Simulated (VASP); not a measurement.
V9Mo6W5: single point with PBE

Crystal: V9Mo6W5.

```
V Mo W
1.0
    -4.59108    4.58747   -1.64222
    -4.61350   -1.65906    4.60418
     1.65957    4.60884    4.60314
V Mo W
9 6 5
Direct
  0.00183 0.99510 0.99919
  0.10280 0.60151 0.09657
  0.40032 0.39967 0.40211
  0.49895 0.99759 0.50083
  0.89918 0.90009 0.40035
  0.59552 0.60289 0.60144
  0.20225 0.70039 0.70046
  0.29855 0.30058 0.79638
  0.39778 0.89931 0.89729
  0.49390 0.50139 0.99634
  0.59847 0.09751 0.10002
  0.79756 0.29751 0.30048
  0.10547 0.09569 0.60243
  0.80088 0.79849 0.79661
  0.90377 0.39934 0.89907
  0.19982 0.19860 0.19829
  0.70099 0.69949 0.20206
  0.29758 0.79687 0.30152
  0.00321 0.50239 0.49860
  0.69590 0.19877 0.69823
```

```
Program             : VASP 6.6.1
Task                : single point
Functional          : PBE
Potentials or basis : VASP PAW PBE potentials, release 64 (V_sv, Mo_sv, W_sv)
Cutoff              : 520 eV
k mesh              : 2 × 2 × 2, shifted
Occupations         : gaussian, width 0.1 eV
Spin                : no spin polarisation
```

- Pressure: 0.5 GPa
- Largest force: 0.025 eV/Å

Forces in eV/Å, atoms in the order of the input:
```
V    0.003  0.009 -0.005
V   -0.012 -0.007  0.005
V   -0.001  0.023  0.007
V   -0.008  0.011  0.003
V   -0.001 -0.018  0.002
V    0.003 -0.012  0.004
V    0.008  0.017  0.001
V   -0.005 -0.011 -0.005
V    0.001 -0.023  0.000
Mo   0.017 -0.012 -0.002
Mo   0.007  0.005  0.005
Mo   0.010  0.001  0.002
Mo  -0.003  0.015  0.001
Mo  -0.004  0.004 -0.006
Mo  -0.010  0.024  0.000
W   -0.010 -0.008 -0.008
W   -0.009  0.007 -0.005
W    0.012  0.000 -0.006
W   -0.006 -0.010  0.009
W    0.009 -0.014 -0.001
```

Levels at points of the mesh, in eV from the Fermi level:
```csv
k point,band 134,band 135,band 136,band 137,band 138,band 139
"(0.25, 0.25, 0.25)",0.06,0.26,0.29,0.32,0.35,0.38
```

It took 12 min on 1 thread of Oxide Virtual Turin-like Processor (shared host), peak memory 0.4 GiB.

Caveat: the k points lie up to 0.48 Å⁻¹ apart; spin-orbit coupling is left out, which moves the levels of the heavy elements.
